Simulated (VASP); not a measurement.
# Ti (Cmcm) in VASP: notebook

The runs below take Ti through single point, with r2SCAN.

Program: VASP 6.6.1. These are calculated values, not measurements. Logs are shortened: lines on timing, memory, paths and dates and some standing lists are left out, and cuts for length are marked.

### 1 The cell of the first run

It takes space group Cmcm (No. 63, orthorhombic). The conventional cell has a = 2.774 Å, b = 5.084 Å, c = 4.963 Å, α = 90.00°, β = 90.00°, γ = 90.00°. Within 3.7 Å of Ti (site symmetry m2m) lie 12 Ti at 2.77 to 3.00 Å.

### 2 Single point, r2SCAN (normal strain along x -0.0550, normal strain along z +0.0700)

File POSCAR:

```
Ti
1.0
    2.7736581226      0.0000000000      0.0000000000
   -1.3868290613      2.5418607360      0.0000000000
    0.0000000000      0.0000000000      4.9631078732
Ti
2
Direct
    0.3333333333      0.6666666667      0.2500000000
    0.6666666667      0.3333333333      0.7500000000
```

File INCAR.step1:

```
SYSTEM = Ti
PREC = Accurate ; ENCUT = 520
ISMEAR = 1 ; SIGMA = 0.05
LREAL = .False. ; LASPH = .True.
NELM = 60 ; NBANDS = 19
GGA = PE ; ALGO = Normal
EDIFF = 1E-4 ; LWAVE = .True.
LCHARG = .False.
```

File INCAR.step2:

```
SYSTEM = Ti
PREC = Accurate ; ENCUT = 520
EDIFF = 1E-6 ; ISMEAR = 1
SIGMA = 0.05 ; LREAL = .False.
LASPH = .True. ; NELM = 60
ALGO = Normal ; ISIF = 2
LWAVE = .False. ; LCHARG = .False.
METAGGA = R2SCAN ; LMIXTAU = .True.
NBANDS = 19 ; ISTART = 1
```

File KPOINTS:

```
regular mesh
0
Gamma
  18 18 10
  0 0 0
```

Potentials or basis: VASP PAW PBE potentials, release 64 (Ti_sv).

Command:

```sh
$ cat potpaw_PBE.64/Ti_sv/POTCAR > POTCAR
$ cp INCAR.step1 INCAR
$ mpirun -np 1 vasp_std > vasp.out
$ cp INCAR.step2 INCAR
$ mpirun -np 1 vasp_std > vasp.out
```

OUTCAR:

```text
SYSTEM = Ti
   PREC = Accurate
   ENCUT = 520
   EDIFF = 1E-6
   ISMEAR = 1
   LREAL = .False.
   LASPH = .True.
   NELM = 60
   ISIF = 2
   METAGGA = R2SCAN
   ISTART = 1

 ion  position               nearest neighbor table
   1  0.333  0.667  0.250-
   2  0.667  0.333  0.750-

  LATTYP: Found a base centered orthorhombic cell.
 ALAT       =     2.7736581226
 B/A-ratio  =     1.8328579974
 C/A-ratio  =     1.7893726097

  Lattice vectors:

 A1 = (   1.3868290613,  -2.5418607360,   0.0000000000)
 A2 = (   1.3868290613,   2.5418607360,   0.0000000000)
 A3 = (   0.0000000000,   0.0000000000,   4.9631078732)

Analysis of symmetry for initial positions (statically):
=====================================================================
 Subroutine PRICEL returns:
 Original cell was already a primitive cell.

 Routine SETGRP: Setting up the symmetry group for a
 base centered orthorhombic supercell.

 Subroutine GETGRP returns: Found  8 space group operations
 (whereof  4 operations were pure point group operations)
 out of a pool of  8 trial point group operations.

The static configuration has the point symmetry C_2h.
 The point group associated with its full space group is D_2h.

Analysis of symmetry for dynamics (positions and initial velocities):
=====================================================================
 Subroutine PRICEL returns:
 Original cell was already a primitive cell.

 Routine SETGRP: Setting up the symmetry group for a
 base centered orthorhombic supercell.

 Subroutine GETGRP returns: Found  8 space group operations
 (whereof  4 operations were pure point group operations)
 out of a pool of  8 trial point group operations.

The dynamic configuration has the point symmetry C_2h.
 The point group associated with its full space group is D_2h.

 Subroutine INISYM returns: Found  8 space group operations
 (whereof  4 operations are pure point group operations),
 and found     1 'primitive' translations

----------------------------------------------------------------------------------------

                                     Primitive cell

  volume of cell :      34.9912

  direct lattice vectors                    reciprocal lattice vectors
     2.773658123  0.000000000  0.000000000     0.360534700  0.196706292  0.000000000
    -1.386829061  2.541860736  0.000000000     0.000000000  0.393412584  0.000000000
     0.000000000  0.000000000  4.963107873     0.000000000  0.000000000  0.201486654

  length of vectors
     2.773658123  2.895574355  4.963107873     0.410705047  0.393412584  0.201486654

  position of ions in fractional coordinates (direct lattice)
     0.333333333  0.666666667  0.250000000
     0.666666667  0.333333333  0.750000000

  ion indices of the primitive-cell ions
   primitive index   ion index
                 1           1
                 2           2

----------------------------------------------------------------------------------------

 KPOINTS: regular mesh

Automatic generation of k-mesh.
 Grid dimensions read from file:
 generate k-points for:   18   18   10

 Generating k-lattice:

  Cartesian coordinates                     Fractional coordinates (reciprocal lattice)
     0.020029706  0.010928127  0.000000000     0.055555556 -0.000000000  0.000000000
     0.000000000  0.021856255  0.000000000     0.000000000  0.055555556  0.000000000
     0.000000000  0.000000000  0.020148665     0.000000000  0.000000000  0.100000000

  Length of vectors
     0.022816947  0.021856255  0.020148665

  Shift w.r.t. Gamma in fractional coordinates (k-lattice)
     0.000000000  0.000000000  0.000000000

 Subroutine IBZKPT returns following result:
 ===========================================

 Found    546 irreducible k-points:

 Following reciprocal coordinates:
            Coordinates               Weight
  0.000000  0.000000  0.000000      1.000000
  0.055556  0.000000  0.000000      4.000000
  0.111111  0.000000  0.000000      4.000000
  0.166667  0.000000  0.000000      4.000000
  0.222222  0.000000  0.000000      4.000000
  0.277778  0.000000  0.000000      4.000000
[... 16 lines left out ...]
 -0.333333  0.055556  0.000000      4.000000
 -0.277778  0.055556  0.000000      4.000000
 [... further k-points ...]
   k-points           NKPTS =    546   k-points in BZ     NKDIM =    546   number of bands    NBANDS=     19
   number of dos      NEDOS =    301   number of ions     NIONS =      2
   total plane-waves  NPLWV =  23040
   dimension x,y,z NGX =    24 NGY =   24 NGZ =   40
   dimension x,y,z NGXF=    48 NGYF=   48 NGZF=   80
   ions per type =               2
   NGX,Y,Z   is equivalent  to a cutoff of  14.38, 13.78, 13.40 a.u.
   NGXF,Y,Z  is equivalent  to a cutoff of  28.77, 27.56, 26.80 a.u.
 SYSTEM =  Ti
   PREC   = accura    normal or accurate (medium, high low for compatibility)
   ISTART =      1    job   : 0-new  1-cont  2-samecut
   ICHARG =      0    charge: 1-file 2-atom 10-const
   ISPIN  =      1    spin polarized calculation?
   LNONCOLLINEAR =      F non collinear calculations
   LSORBIT =      F    spin-orbit coupling
   LASPH  =      T    aspherical Exc in radial PAW
   ENCUT  =  520.0 eV  38.22 Ry    6.18 a.u.   5.16  5.38  9.23*2*pi/ulx,y,z
   NELM   =     60;   NELMIN=  2; NELMDL=  0     # of ELM steps
   EDIFF  = 0.1E-05   stopping-criterion for ELM
   LREAL  =      F    real-space projection
   EDIFFG = 0.1E-04   stopping-criterion for IOM
   NSW    =      0    number of steps for IOM
   IBRION =     -1    ionic relax: 0-MD 1-quasi-New 2-CG
   NFREE  =      0    steps in history (QN), initial steepest desc. (CG)
   ISIF   =      2    stress and relaxation
   ISYM   =      2    0-nonsym 1-usesym 2-fastsym
   POTIM  = 0.5000    time-step for ionic-motion
   TEBEG  =    0.0;   TEEND  =   0.0 temperature during run
   PSTRESS=    0.0 pullay stress
   NELECT =      24.0000    total number of electrons
   NUPDOWN=      -1.0000    fix difference up-down
   EMIN   =  10.00;   EMAX   =-10.00  energy-range for DOS
   EFERMI =   0.00;   METHOD = LEGACY
   ISMEAR =     1;   SIGMA  =   0.05  broadening in eV -4-tet -1-fermi 0-gaus
   EFERMI_NEDOS =   21; number of points for ismear=-14 and -15
   IALGO  =     38    algorithm
   IMIX   =      4    mixing-type and parameters
     AMIX     =   0.40;   BMIX     =  1.00
     AMIX_MAG =   1.60;   BMIX_MAG =  1.00
  volume/ion in A,a.u.               =      17.50       118.07
  Fermi-wavevector in a.u.,A,eV,Ry     =   1.443751  2.728295 28.360234  2.084418
  Thomas-Fermi vector in A             =   2.562124
   LORBIT       =      0    0 simple, 1 ext, 2 COOP (PROOUT), +10 PAW based schemes
   METAGGA = R2SCAN    functional components
   LHFCALC =     F    Hartree Fock is set to
   AEXX    =    0.0000 exact exchange contribution
   IVDW    =     0    specifies the selected vdW correction
   LEPSILON=     F    determine dielectric tensor
   LRPA    =     F    only Hartree local field effects (RPA)
 non-spin polarized calculation
 Methfessel and Paxton  Order N= 1 SIGMA  =   0.05
  energy-cutoff  :      520.00
  volume of cell :       34.99
 maximum number of plane-waves:       960
 NGX is ok and might be reduce to    24
   NGX = 11   NGY = 11   NGZ = 19

 number of electron      23.9999994 magnetization

 Free energy of the ion-electron system (eV)
  ---------------------------------------------------
  ext. energy  EPLUGINS =         0.00000000
  ---------------------------------------------------
  free energy    TOTEN  =       -25.78898357 eV

  energy without entropy =      -25.78914369  energy(sigma->0) =      -25.78903694

 E-fermi :   8.3128     XC(G=0): -12.3530

 val. band max:        8.3122767211   @ k =   0.2222   0.3889   0.3000
 cond. band min:       8.3153407291   @ k =   0.1111   0.2222   0.4000
 fundamental gap:      0.0030640079
 Fermi energy:         8.3128187206

 k-point     1 :       0.0000    0.0000    0.0000
  band No.  band energies     occupation
      1     -50.8892      2.00000
      2     -50.7925      2.00000
      3     -26.3663      2.00000
      4     -25.7814      2.00000
      5     -25.7431      2.00000
      6     -25.6830      2.00000
[... 11 lines left out ...]
     18      10.7188      0.00000
     19      11.6741      0.00000

 k-point     2 :       0.0556    0.0000    0.0000
  band No.  band energies     occupation
      1     -50.8851      2.00000
      2     -50.7897      2.00000
      3     -26.3590      2.00000
      4     -25.7824      2.00000
      5     -25.7506      2.00000
      6     -25.7015      2.00000
[... 11 lines left out ...]
     18      10.6270      0.00000
     19      11.7201      0.00000

 k-point     3 :       0.1111    0.0000    0.0000
  band No.  band energies     occupation
      1     -50.8731      2.00000
      2     -50.7817      2.00000
      3     -26.3377      2.00000
      4     -25.7856      2.00000
      5     -25.7830      2.00000
      6     -25.7452      2.00000
[... 11 lines left out ...]
     18      10.4066      0.00000
     19      11.7800      0.00000

 k-point     4 :       0.1667    0.0000    0.0000
  band No.  band energies     occupation
      1     -50.8545      2.00000
      2     -50.7696      2.00000
      3     -26.3038      2.00000
      4     -25.8652      2.00000
      5     -25.8063      2.00000
      6     -25.7915      2.00000
[... 11 lines left out ...]
     18      10.1582      0.00000
     19      11.8327      0.00000

 k-point     5 :       0.2222    0.0000    0.0000
  band No.  band energies     occupation
      1     -50.8312      2.00000
      2     -50.7550      2.00000
      3     -26.2601      2.00000
      4     -25.9760      2.00000
      5     -25.9135      2.00000
      6     -25.8068      2.00000
[... 11 lines left out ...]
     18      10.5009      0.00000
     19      11.8708      0.00000

 k-point     6 :       0.2778    0.0000    0.0000
  band No.  band energies     occupation
      1     -50.8058      2.00000
      2     -50.7400      2.00000
      3     -26.2097      2.00000
      4     -26.0951      2.00000
      5     -26.0271      2.00000
      6     -25.8373      2.00000
[... 11 lines left out ...]
     18      10.9595      0.00000
     19      11.8926      0.00000

 k-point     7 :       0.3333    0.0000    0.0000
  band No.  band energies     occupation
      1     -50.7808      2.00000
      2     -50.7268      2.00000
      3     -26.2069      2.00000
      4     -26.1568      2.00000
      5     -26.1322      2.00000
      6     -25.8650      2.00000
[... 11 lines left out ...]
     18      11.4422      0.00000
     19      11.9013      0.00000

 k-point     8 :       0.3889    0.0000    0.0000
  band No.  band energies     occupation
      1     -50.7593      2.00000
      2     -50.7171      2.00000
      3     -26.2978      2.00000
      4     -26.2166      2.00000
      5     -26.1067      2.00000
      6     -25.8873      2.00000
[... 256 lines left out ...]
 k-point    20 :       0.5000    0.0556    0.0000
  band No.  band energies     occupation
      1     -50.7383      2.00000
      2     -50.7105      2.00000
      3     -26.3690      2.00000
      4     -26.2837      2.00000
      5     -26.0509      2.00000
      6     -25.9135      2.00000
[... 11 lines left out ...]
     18      12.1861      0.00000
     19      13.0062      0.00000

 k-point    21 :      -0.4444    0.0556    0.0000
  band No.  band energies     occupation
      1     -50.7483      2.00000
      2     -50.7128      2.00000
      3     -26.3352      2.00000
      4     -26.2554      2.00000
      5     -26.0795      2.00000
      6     -25.8997      2.00000
[... 11 lines left out ...]
     18      11.9690      0.00000
     19      12.5295      0.00000

 k-point    22 :      -0.3889    0.0556    0.0000
  band No.  band energies     occupation
      1     -50.7662      2.00000
      2     -50.7195      2.00000
      3     -26.2651      2.00000
      4     -26.1938      2.00000
      5     -26.1249      2.00000
      6     -25.8772      2.00000
[... 11 lines left out ...]
     18      11.8683      0.00000
     19      11.9567      0.00000

 k-point    23 :      -0.3333    0.0556    0.0000
  band No.  band energies     occupation
      1     -50.7891      2.00000
      2     -50.7304      2.00000
      3     -26.1766      2.00000
      4     -26.1669      2.00000
      5     -26.1052      2.00000
      6     -25.8489      2.00000
[... 11 lines left out ...]
     18      11.3728      0.00000
     19      11.8669      0.00000

 k-point    24 :      -0.2778    0.0556    0.0000
  band No.  band energies     occupation
      1     -50.8143      2.00000
      2     -50.7443      2.00000
      3     -26.2284      2.00000
      4     -26.0522      2.00000
      5     -25.9993      2.00000
      6     -25.8178      2.00000
[... 11 lines left out ...]
     18      10.8110      0.00000
     19      11.8543      0.00000

 [... further k-points ...]
[... 5 lines left out ...]
  --------------------------------------------------------------------------------------
  -------------------------------------------------------------------------------------
  Total        1.7142372     -0.2804288     -1.9660439      0.0000000      0.0000000      0.0000000
  in kB       78.4915872    -12.8402893    -90.0213239      0.0000000      0.0000000      0.0000000
  external PRESSURE =      -8.1233420 kB  Pullay stress =       0.0000000 kB

 VOLUME and BASIS-vectors are now :
 -----------------------------------------------------------------------------
  energy-cutoff  :      520.00
  volume of cell :       34.99
      direct lattice vectors                 reciprocal lattice vectors
     2.773658123  0.000000000  0.000000000     0.360534700  0.196706292  0.000000000
    -1.386829061  2.541860736  0.000000000     0.000000000  0.393412584  0.000000000
     0.000000000  0.000000000  4.963107873     0.000000000  0.000000000  0.201486654

 POSITION                                       TOTAL-FORCE (eV/Angst)
 -----------------------------------------------------------------------------------
     -0.00000      1.69457      1.24078         0.000000      0.123442     -0.000000
      1.38683      0.84729      3.72233         0.000000     -0.123442      0.000000
 -----------------------------------------------------------------------------------
    total drift:                               -0.000000      0.000000     -0.000000

  FREE ENERGIE OF THE ION-ELECTRON SYSTEM (eV)
  ---------------------------------------------------
  free  energy   TOTEN  =       -25.7889835704 eV

  energy  without entropy=      -25.7891436925  energy(sigma->0) =      -25.78903694
```

Wall time 14 min (1 thread of Intel Xeon 6975P-C, shared host); peak memory 0.4 GiB.

Results:

```
Free energy            : -25.7890 eV
Pressure               : -0.8 GPa
Largest force          : 0.123 eV/Å
Band gap on the k mesh : zero (band 12 reaches 8.72 eV, above the bottom of band 13 at 7.93 eV)
```

Forces in eV/Å, atoms in the order of the input:
```
Ti   0.000  0.123  0.000
Ti   0.000 -0.123  0.000
```

Caveat: the cell differs from its parent crystal (normal strain along x -0.0550, normal strain along z +0.0700); the PAW data sets were made with another functional, which shifts forces and pressure a little.

### 3 Single point, r2SCAN (normal strain along x +0.0550, normal strain along z -0.0350)

File POSCAR:

```
Ti
1.0
    3.0965177982      0.0000000000      0.0000000000
   -1.5482588991      2.5418607360      0.0000000000
    0.0000000000      0.0000000000      4.4760739230
Ti
2
Direct
    0.3333333333      0.6666666667      0.2500000000
    0.6666666667      0.3333333333      0.7500000000
```

File INCAR.step1:

```
ALGO = Normal ; EDIFF = 1E-4
ENCUT = 520 ; GGA = PE
ISMEAR = 1 ; LASPH = True
LCHARG = False ; LREAL = False
LWAVE = True ; NBANDS = 19
NELM = 60 ; PREC = Accurate
SIGMA = 0.05
```

File INCAR.step2:

```
ALGO = Normal ; EDIFF = 1E-6
ENCUT = 520 ; ISIF = 2
ISMEAR = 1 ; ISTART = 1
LASPH = True ; LCHARG = True
LELF = True ; LMIXTAU = True
LREAL = False ; LVHAR = True
LWAVE = False ; METAGGA = R2SCAN
NBANDS = 19 ; NELM = 60
PREC = Accurate ; SIGMA = 0.05
```

File KPOINTS:

```
k-points
0
Gamma
  18 18 10
```

Potentials or basis: VASP PAW PBE potentials, release 64 (Ti_sv).

Command:

```sh
$ cat potpaw_PBE.64/Ti_sv/POTCAR > POTCAR
$ cp INCAR.step1 INCAR
$ mpirun -np 1 vasp_std > vasp.out
$ cp INCAR.step2 INCAR
$ mpirun -np 1 vasp_std > vasp.out
```

Run time: 13 min. Hardware: 1 thread of Intel Xeon 6975P-C, shared host; peak memory 0.4 GiB.

Results (log left out):

- Free energy: -25.8466 eV
- Pressure: -1.6 GPa
- Largest force: 0.219 eV/Å
- Band gap on the k mesh: zero (band 12 reaches 9.36 eV, above the bottom of band 13 at 7.86 eV)

Forces on the atoms (eV/Å):
```
Ti   0.000 -0.219  0.000
Ti   0.000  0.219  0.000
```

Stress tensor (GPa, compression positive):
```
-7.17  0.00  0.00
 0.00 -0.49  0.00
 0.00  0.00  2.98
```

Levels at points of the mesh, in eV from the Fermi level:
| k point | band 10 | band 11 | band 12 | band 13 | band 14 | band 15 |
| --- | --- | --- | --- | --- | --- | --- |
| (0.00, 0.00, 0.00) | -2.83 | 0.42 | 1.09 | 1.12 | 1.18 | 1.34 |
| (0.50, 0.00, 0.00) | -2.30 | -1.82 | -1.22 | 0.37 | 0.91 | 1.40 |
| (0.00, 0.50, 0.00) | -2.35 | -1.83 | -0.88 | 0.03 | 1.00 | 1.71 |
| (0.00, 0.00, 0.50) | -4.52 | 0.28 | 0.28 | 0.30 | 0.30 | 0.83 |
| (0.50, 0.00, 0.50) | -2.66 | -0.77 | -0.77 | 1.05 | 1.05 | 1.76 |
| (0.00, 0.50, 0.50) | -2.60 | -0.72 | -0.72 | 1.39 | 1.39 | 1.47 |

Caveat: the cell differs from its parent crystal (normal strain along x +0.0550, normal strain along z -0.0350); the PAW data sets were made with another functional, which shifts forces and pressure a little.
